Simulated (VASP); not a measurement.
# MgO (Fm-3m) in VASP: further runs

The runs below take MgO through single point, relaxation of cell and atoms, with PBE.

All numbers are computed with VASP 6.6.1; they aren't measurements. Logs are shortened: lines on timing, memory, paths and dates and some standing lists are left out, and cuts for length are marked.

### 1 The cell of the first run

Symmetry: Fm-3m, No. 225, cubic system. Conventional cell: a = 3.959 Å, b = 3.959 Å, c = 3.959 Å, α = 90.00°, β = 90.00°, γ = 90.00°. Within 2.6 Å of Mg (site symmetry m-3m) lie 6 O at 1.98 Å. O (site symmetry m-3m) has 6 Mg at 1.98 Å within 2.6 Å.

### 2 Single point, PBE

INCAR reads:

```
PREC = Accurate
ENCUT = 600
EDIFF = 1E-6
ISMEAR = 0
SIGMA = 0.01
LREAL = False
LASPH = True
NELM = 120
ALGO = Normal
ISIF = 2
LWAVE = False
LCHARG = False
GGA = PE
NBANDS = 11
GGA_COMPAT = False
```

KPOINTS reads:

```
Automatic mesh
0
Gamma
  10 10 10
```

POSCAR reads:

```
MgO
1.0
    0.0000000000      1.9795704559      1.9795704559
    1.9795704559      0.0000000000      1.9795704559
    1.9795704559      1.9795704559      0.0000000000
Mg O
1 1
Direct
    0.0000000000      0.0000000000      0.0000000000
    0.5000000000      0.5000000000      0.5000000000
```

Potentials or basis: VASP PAW PBE potentials, release 64 (Mg, O).

The run is started by

```bash
cat potpaw_PBE.64/Mg/POTCAR potpaw_PBE.64/O/POTCAR > POTCAR
mpirun -np 1 vasp_std > vasp.out
```

OUTCAR:

```text
PREC = Accurate
   ENCUT = 600
   EDIFF = 1E-6
   ISMEAR = 0
   LREAL = False
   LASPH = True
   NELM = 120
   ISIF = 2
   GGA = PE

 ion  position               nearest neighbor table
   1  0.000  0.000  0.000-   2 1.98   2 1.98   2 1.98   2 1.98   2 1.98   2 1.98
   2  0.500  0.500  0.500-   1 1.98   1 1.98   1 1.98   1 1.98   1 1.98   1 1.98

  LATTYP: Found a face centered cubic cell.
 ALAT       =     3.9591409118

  Lattice vectors:

 A1 = (   0.0000000000,   1.9795704559,   1.9795704559)
 A2 = (   1.9795704559,   0.0000000000,   1.9795704559)
 A3 = (   1.9795704559,   1.9795704559,   0.0000000000)

Analysis of symmetry for initial positions (statically):
=====================================================================
 Subroutine PRICEL returns:
 Original cell was already a primitive cell.

 Routine SETGRP: Setting up the symmetry group for a
 face centered cubic supercell.

 Subroutine GETGRP returns: Found 48 space group operations
 (whereof 48 operations were pure point group operations)
 out of a pool of 48 trial point group operations.

The static configuration has the point symmetry O_h .

Analysis of symmetry for dynamics (positions and initial velocities):
=====================================================================
 Subroutine PRICEL returns:
 Original cell was already a primitive cell.

 Routine SETGRP: Setting up the symmetry group for a
 face centered cubic supercell.

 Subroutine GETGRP returns: Found 48 space group operations
 (whereof 48 operations were pure point group operations)
 out of a pool of 48 trial point group operations.

The dynamic configuration has the point symmetry O_h .

 Subroutine INISYM returns: Found 48 space group operations
 (whereof 48 operations are pure point group operations),
 and found     1 'primitive' translations

----------------------------------------------------------------------------------------

                                     Primitive cell

  volume of cell :      15.5147

  direct lattice vectors                    reciprocal lattice vectors
     0.000000000  1.979570456  1.979570456    -0.252580048  0.252580048  0.252580048
     1.979570456  0.000000000  1.979570456     0.252580048 -0.252580048  0.252580048
     1.979570456  1.979570456  0.000000000     0.252580048  0.252580048 -0.252580048

  length of vectors
     2.799535386  2.799535386  2.799535386     0.437481475  0.437481475  0.437481475

  position of ions in fractional coordinates (direct lattice)
     0.000000000  0.000000000  0.000000000
     0.500000000  0.500000000  0.500000000

  ion indices of the primitive-cell ions
   primitive index   ion index
                 1           1
                 2           2

----------------------------------------------------------------------------------------

 KPOINTS: Automatic mesh

Automatic generation of k-mesh.
 Grid dimensions read from file:
 generate k-points for:   10   10   10

 Generating k-lattice:

  Cartesian coordinates                     Fractional coordinates (reciprocal lattice)
    -0.025258005  0.025258005  0.025258005     0.100000000  0.000000000  0.000000000
     0.025258005 -0.025258005  0.025258005     0.000000000  0.100000000  0.000000000
     0.025258005  0.025258005 -0.025258005     0.000000000  0.000000000  0.100000000

  Length of vectors
     0.043748148  0.043748148  0.043748148

  Shift w.r.t. Gamma in fractional coordinates (k-lattice)
     0.000000000  0.000000000  0.000000000

 Subroutine IBZKPT returns following result:
 ===========================================

 Found     47 irreducible k-points:

 Following reciprocal coordinates:
            Coordinates               Weight
  0.000000  0.000000  0.000000      1.000000
  0.100000  0.000000  0.000000      8.000000
  0.200000  0.000000  0.000000      8.000000
  0.300000  0.000000  0.000000      8.000000
  0.400000  0.000000  0.000000      8.000000
  0.500000  0.000000  0.000000      4.000000
[... 16 lines left out ...]
  0.300000  0.300000  0.000000      6.000000
  0.400000  0.300000  0.000000     24.000000
 [... further k-points ...]
   k-points           NKPTS =     47   k-points in BZ     NKDIM =     47   number of bands    NBANDS=     11
   number of dos      NEDOS =    301   number of ions     NIONS =      2
   total plane-waves  NPLWV =  13824
   dimension x,y,z NGX =    24 NGY =   24 NGZ =   24
   dimension x,y,z NGXF=    48 NGYF=   48 NGZF=   48
   ions per type =               1   1
   NGX,Y,Z   is equivalent  to a cutoff of  14.25, 14.25, 14.25 a.u.
   NGXF,Y,Z  is equivalent  to a cutoff of  28.50, 28.50, 28.50 a.u.
 SYSTEM =  unknown system
   PREC   = accura    normal or accurate (medium, high low for compatibility)
   ISTART =      0    job   : 0-new  1-cont  2-samecut
   ICHARG =      2    charge: 1-file 2-atom 10-const
   ISPIN  =      1    spin polarized calculation?
   LNONCOLLINEAR =      F non collinear calculations
   LSORBIT =      F    spin-orbit coupling
   LASPH  =      T    aspherical Exc in radial PAW
   ENCUT  =  600.0 eV  44.10 Ry    6.64 a.u.   5.59  5.59  5.59*2*pi/ulx,y,z
   NELM   =    120;   NELMIN=  2; NELMDL= -5     # of ELM steps
   EDIFF  = 0.1E-05   stopping-criterion for ELM
   LREAL  =      F    real-space projection
   EDIFFG = 0.1E-04   stopping-criterion for IOM
   NSW    =      0    number of steps for IOM
   IBRION =     -1    ionic relax: 0-MD 1-quasi-New 2-CG
   NFREE  =      0    steps in history (QN), initial steepest desc. (CG)
   ISIF   =      2    stress and relaxation
   ISYM   =      2    0-nonsym 1-usesym 2-fastsym
   POTIM  = 0.5000    time-step for ionic-motion
   TEBEG  =    0.0;   TEEND  =   0.0 temperature during run
   PSTRESS=    0.0 pullay stress
   NELECT =       8.0000    total number of electrons
   NUPDOWN=      -1.0000    fix difference up-down
   EMIN   =  10.00;   EMAX   =-10.00  energy-range for DOS
   EFERMI =   0.00;   METHOD = LEGACY
   ISMEAR =     0;   SIGMA  =   0.01  broadening in eV -4-tet -1-fermi 0-gaus
   EFERMI_NEDOS =   21; number of points for ismear=-14 and -15
   IALGO  =     38    algorithm
   IMIX   =      4    mixing-type and parameters
     AMIX     =   0.40;   BMIX     =  1.00
     AMIX_MAG =   1.60;   BMIX_MAG =  1.00
  volume/ion in A,a.u.               =       7.76        52.35
  Fermi-wavevector in a.u.,A,eV,Ry     =   1.312776  2.480786 23.448009  1.723380
  Thomas-Fermi vector in A             =   2.443145
   LORBIT       =      0    0 simple, 1 ext, 2 COOP (PROOUT), +10 PAW based schemes
   GGA     = PE    functional components
   LHFCALC =     F    Hartree Fock is set to
   AEXX    =    0.0000 exact exchange contribution
   IVDW    =     0    specifies the selected vdW correction
   LEPSILON=     F    determine dielectric tensor
   LRPA    =     F    only Hartree local field effects (RPA)
 non-spin polarized calculation
 Gauss-broadening in eV      SIGMA  =   0.01
  energy-cutoff  :      600.00
  volume of cell :       15.51
 maximum number of plane-waves:       534
 NGX is ok and might be reduce to    24
   NGX = 11   NGY = 11   NGZ = 11

 number of electron       8.0000002 magnetization

 Free energy of the ion-electron system (eV)
  ---------------------------------------------------
  ext. energy  EPLUGINS =         0.00000000
  ---------------------------------------------------
  free energy    TOTEN  =       -11.44175775 eV

  energy without entropy =      -11.44175775  energy(sigma->0) =      -11.44175775

 E-fermi :   4.7728     XC(G=0): -11.9932

 val. band max:        4.7304554225   @ k =   0.0000   0.0000   0.0000
 cond. band min:      11.4901644652   @ k =   0.0000   0.0000   0.0000
 fundamental gap:      6.7597090427
 Fermi energy:         4.7728040423

 k-point     1 :       0.0000    0.0000    0.0000
  band No.  band energies     occupation
      1     -13.5973      2.00000
      2       4.7305      2.00000
      3       4.7305      2.00000
      4       4.7305      2.00000
      5      11.4902      0.00000
      6      21.5683      0.00000
      7      21.5683      0.00000
      8      21.5683      0.00000
      9      26.0069      0.00000
     10      28.0142      0.00000
     11      28.0142      0.00000

 k-point     2 :       0.1000    0.0000    0.0000
  band No.  band energies     occupation
      1     -13.4541      2.00000
      2       4.0355      2.00000
      3       4.6367      2.00000
      4       4.6367      2.00000
      5      12.0955      0.00000
      6      20.2616      0.00000
      7      21.8813      0.00000
      8      21.8813      0.00000
      9      27.5268      0.00000
     10      27.5268      0.00000
     11      27.9996      0.00000

 k-point     3 :       0.2000    0.0000    0.0000
  band No.  band energies     occupation
      1     -13.0557      2.00000
      2       2.5194      2.00000
      3       4.4006      2.00000
      4       4.4006      2.00000
      5      13.2346      0.00000
      6      18.8237      0.00000
      7      22.6052      0.00000
      8      22.6052      0.00000
      9      26.9588      0.00000
     10      26.9588      0.00000
     11      30.0818      0.00000

 k-point     4 :       0.3000    0.0000    0.0000
  band No.  band energies     occupation
      1     -12.5050      2.00000
      2       0.9124      2.00000
      3       4.1249      2.00000
      4       4.1249      2.00000
      5      13.8980      0.00000
      6      18.5714      0.00000
      7      23.0924      0.00000
      8      23.0924      0.00000
      9      27.3934      0.00000
     10      27.3934      0.00000
     11      29.6364      0.00000
[... 239 lines left out ...]
 k-point    22 :      -0.2000    0.2000    0.0000
  band No.  band energies     occupation
      1     -12.3457      2.00000
      2       1.1527      2.00000
      3       3.0694      2.00000
      4       4.1034      2.00000
      5      15.1414      0.00000
      6      17.6552      0.00000
      7      22.0504      0.00000
      8      24.6061      0.00000
      9      24.9110      0.00000
     10      28.3808      0.00000
     11      33.0649      0.00000

 k-point    23 :       0.3000    0.3000    0.0000
  band No.  band energies     occupation
      1     -12.2393      2.00000
      2       1.0505      2.00000
      3       3.5881      2.00000
      4       3.5881      2.00000
      5      15.4904      0.00000
      6      15.7318      0.00000
      7      21.3501      0.00000
      8      25.0207      0.00000
      9      25.0207      0.00000
     10      31.0271      0.00000
     11      36.1975      0.00000

 k-point    24 :       0.4000    0.3000    0.0000
  band No.  band energies     occupation
      1     -11.8899      2.00000
      2       0.5052      2.00000
      3       3.1360      2.00000
      4       3.4066      2.00000
      5      15.1585      0.00000
      6      16.6092      0.00000
      7      20.4516      0.00000
      8      25.4807      0.00000
      9      25.7318      0.00000
     10      31.9870      0.00000
     11      35.7041      0.00000

 [... further k-points ...]

------------------------ aborting loop because EDIFF is reached ----------------------------------------

  FORCE on cell =-STRESS in cart. coord.  units (eV):
  Direction    XX          YY          ZZ          XY          YZ          ZX
  --------------------------------------------------------------------------------------
  -------------------------------------------------------------------------------------
  Total        4.7694146      4.7694146      4.7694146      0.0000000      0.0000000      0.0000000
  in kB      492.5300983    492.5300983    492.5300983      0.0000000      0.0000000      0.0000000
  external PRESSURE =     492.5300983 kB  Pullay stress =       0.0000000 kB

 VOLUME and BASIS-vectors are now :
 -----------------------------------------------------------------------------
  energy-cutoff  :      600.00
  volume of cell :       15.51
      direct lattice vectors                 reciprocal lattice vectors
     0.000000000  1.979570456  1.979570456    -0.252580048  0.252580048  0.252580048
     1.979570456  0.000000000  1.979570456     0.252580048 -0.252580048  0.252580048
     1.979570456  1.979570456  0.000000000     0.252580048  0.252580048 -0.252580048

 POSITION                                       TOTAL-FORCE (eV/Angst)
 -----------------------------------------------------------------------------------
      0.00000      0.00000      0.00000         0.000000      0.000000      0.000000
      1.97957      1.97957      1.97957        -0.000000     -0.000000      0.000000
 -----------------------------------------------------------------------------------
    total drift:                               -0.000000     -0.000000      0.000000

  FREE ENERGIE OF THE ION-ELECTRON SYSTEM (eV)
  ---------------------------------------------------
  free  energy   TOTEN  =       -11.4417577547 eV

  energy  without entropy=      -11.4417577547  energy(sigma->0) =      -11.44175775
```

It took 14 s on 1 thread of Intel Xeon 8259CL, shared host; peak memory 0.14 GiB.

Results:

- Free energy: -11.4418 eV
- Pressure: 49.3 GPa
- Band gap on the k mesh: 6.76 eV

Caveat: the cell stands under pressure.

### 3 Relaxation of cell and atoms, PBE, target pressure 50 GPa, at which the enthalpy is minimised

This run uses another cell than the first one, of 9.62 Å³/atom.

INCAR reads:

```
SYSTEM = MgO
PREC = Accurate
ENCUT = 600
EDIFF = 1E-7
ISMEAR = 0
SIGMA = 0.01
LREAL = .FALSE.
LASPH = .TRUE.
NELM = 120
ALGO = Normal
ISIF = 3
LWAVE = .FALSE.
LCHARG = .FALSE.
GGA = PE
IBRION = 2
NSW = 80
EDIFFG = -0.001
PSTRESS = 500.0
GGA_COMPAT = .FALSE.
NELMIN = 4
```

KPOINTS reads:

```
regular mesh
0
G
  10 10 10
  0 0 0
```

POSCAR reads:

```
MgO
1.0
    0.0000000000      2.1269229054      2.1269229054
    2.1269229054      0.0000000000      2.1269229054
    2.1269229054      2.1269229054      0.0000000000
Mg O
1 1
Direct
    0.0000000000      0.0000000000      0.0000000000
    0.5000000000      0.5000000000      0.5000000000
```

Potentials or basis: VASP PAW PBE potentials, release 64 (Mg, O).

The run is started by

```bash
cat potpaw_PBE.64/Mg/POTCAR potpaw_PBE.64/O/POTCAR > POTCAR
mpirun -np 1 vasp_std > vasp.out
```

Run time: 66 s. Hardware: 1 thread of Intel Xeon 8259CL, shared host; peak memory 0.15 GiB.

Results (log left out):

- Free energy: -11.4429 eV
- Relaxed volume: 7.74 Å³/atom
- Relaxed cell: a = 2.797 Å, b = 2.797 Å, c = 2.797 Å, α = 60.00°, β = 60.00°, γ = 60.00°
- Space group after relaxing (to 0.1 Å): Fm-3m (No. 225)
- Energy change on relaxing (the run minimises the enthalpy): +236.0 meV/atom
- Ionic steps: 7
- Pressure after relaxing: 50.0 GPa
- Band gap on the k mesh: 6.79 eV

Step by step:
| step | energy change (eV) | largest force (eV/Å) | pressure (GPa) | volume (Å³) |
| --- | --- | --- | --- | --- |
| 1 | 0.0000 | 0.0000 | -1.01 | 19.24 |
| 2 | 2.8989 | 0.0000 | 195.04 | 11.91 |
| 3 | 0.4103 | 0.0000 | 45.56 | 15.69 |
| 4 | 0.4573 | 0.0000 | 48.97 | 15.53 |
| 5 | 0.4787 | 0.0000 | 50.49 | 15.46 |
| 6 | 0.4640 | 0.0000 | 49.44 | 15.50 |
| 7 | 0.4719 | 0.0000 | 50.01 | 15.48 |

Final structure:
```
Mg O
1.0
     0.00000    1.97805    1.97805
     1.97805    0.00000    1.97805
     1.97805    1.97805    0.00000
Mg O
1 1
Direct
  0.00000 0.00000 0.00000
  0.50000 0.50000 0.50000
```

Levels at points of the mesh, in eV from the valence-band top:
| k point | band 1 | band 2 | band 3 | band 4 | band 5 | band 6 | band 7 | band 8 |
| --- | --- | --- | --- | --- | --- | --- | --- | --- |
| (0.00, 0.00, 0.00) | -18.34 | 0.00 | 0.00 | 0.00 | 6.79 | 16.85 | 16.85 | 16.85 |
| (0.50, 0.00, 0.00) | -16.51 | -5.52 | -0.90 | -0.90 | 9.16 | 14.84 | 18.34 | 18.34 |
| (0.50, 0.50, 0.00) | -16.20 | -4.91 | -1.63 | -1.63 | 9.28 | 12.19 | 15.24 | 22.05 |

Caveat: the cell is relaxed towards a set pressure, so the run minimises the enthalpy, not the energy; the volume moved by over 15 % at a fixed basis, so the end points are rough.

### 4 Single point, PBE

This run uses another cell than the first one, of 8.01 Å³/atom.

INCAR reads:

```
SYSTEM = MgO
PREC     = Accurate       ! precision mode
ENCUT    = 600            ! plane-wave cutoff, eV
EDIFF    = 1E-6           ! SCF threshold, eV
ISMEAR   = 0              ! smearing method
SIGMA    = 0.01           ! smearing width, eV
LREAL    = .FALSE.        ! projectors in reciprocal space
LASPH    = .TRUE.         ! aspherical terms in the spheres
NELM     = 120            ! most SCF steps
ALGO     = Normal         ! electronic algorithm
ISIF     = 2              ! what is computed and relaxed
LWAVE    = .FALSE.        ! write WAVECAR
LCHARG   = .FALSE.        ! write CHGCAR
GGA      = PE             ! functional
NBANDS   = 11             ! bands
GGA_COMPAT= .FALSE.
```

KPOINTS reads:

```
Automatic mesh
0
G
  10 10 10
  0 0 0
```

POSCAR reads:

```
MgO
1.0
    0.0000000000      2.0004990925      2.0004990925
    2.0004990925      0.0000000000      2.0004990925
    2.0004990925      2.0004990925      0.0000000000
Mg O
1 1
Direct
    0.0000000000      0.0000000000      0.0000000000
    0.5000000000      0.5000000000      0.5000000000
```

The run is started by

```bash
cat potpaw_PBE.64/Mg/POTCAR potpaw_PBE.64/O/POTCAR > POTCAR
mpirun -np 1 vasp_std > vasp.out
```

It took 6.7 s on 1 thread of Intel Xeon Platinum 8259CL at 2.50GHz (Skylake/Cascade Lake), shared host; peak memory 0.14 GiB.

Results (log left out):

```yaml
Free_energy: -11.5803 eV
Pressure: 39.1 GPa
Band_gap_on_the_k_mesh: 6.38 eV
```

Levels at points of the mesh, in eV from the valence-band top:
```csv
k point,band 1,band 2,band 3,band 4,band 5,band 6,band 7,band 8,band 9
"(0.00, 0.00, 0.00)",-18.13,0.00,0.00,0.00,6.38,16.66,16.66,16.66,21.01
"(0.50, 0.00, 0.00)",-16.41,-5.34,-0.85,-0.85,8.92,14.42,17.96,17.96,23.38
"(0.50, 0.50, 0.00)",-16.11,-4.75,-1.57,-1.57,9.26,11.77,14.83,21.47,21.47
```

Caveat: the cell stands under pressure.

### 5 The runs side by side

| task | cell | gap on the mesh (eV) | pressure (GPa) |
| --- | --- | --- | --- |
| single point | a = 2.800 Å, angles 60.0°, 2 atoms | 6.76 | 49.3 |
| relaxation of cell and atoms | relaxed to 50 GPa from a = 3.008 Å, angles 60.0°, 2 atoms | 6.79 | 50.0 |
| single point | a = 2.829 Å, angles 60.0°, 2 atoms | 6.38 | 39.1 |

Alike in all rows: level PBE; potentials or basis VASP PAW PBE potentials, release 64 (Mg, O); no spin polarisation; k mesh 10 × 10 × 10; cutoff (eV) 600; smearing gaussian 0.01 eV.

Caveats: the cell stands under pressure (at least some runs); the cell is relaxed towards a set pressure, so the run minimises the enthalpy, not the energy (at least some runs); the volume moved by over 15 % at a fixed basis, so the end points are rough (at least some runs).

Absolute energies hang on the potentials; compare differences alone.
